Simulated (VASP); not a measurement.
A run of VASP 6.6.1 is set up as follows.

INCAR

```
ALGO = Fast ; EDIFF = 1E-7
ENCUT = 520 ; GGA = PE
ISIF = 2 ; ISMEAR = 0
LASPH = T ; LCHARG = F
LREAL = F ; LWAVE = F
NBANDS = 16 ; NELM = 100
PREC = Accurate ; SIGMA = 0.1
```

Contents of KPOINTS:

```
k-points
0
Gamma
  18 18 14
```

Contents of POSCAR:

```
Ir
1.0
    1.9353263100      1.9353263100      0.0000000000
   -1.9353263100      1.9353263100      0.0000000000
    0.0000000000      0.0000000000      3.8706526200
Ir
2
Direct
    0.0000000000      0.0000000000      0.0000000000
    0.5000000000      0.5000000000      0.5000000000
```

Potentials or basis: VASP PAW PBE potentials, release 64 (Ir).

Command:

```sh
$ cat potpaw_PBE.64/Ir/POTCAR > POTCAR
$ mpirun -np 1 vasp_std > vasp.out
```

Question: Predict the band gap on the k mesh.

Answer: Zero (band 9 reaches 11.40 eV, above the bottom of band 10 at 8.18 eV).

Question: What does it give for the pressure?

Answer: 0.5 GPa.

Caveat: spin-orbit coupling is left out, which moves the levels of the heavy elements.
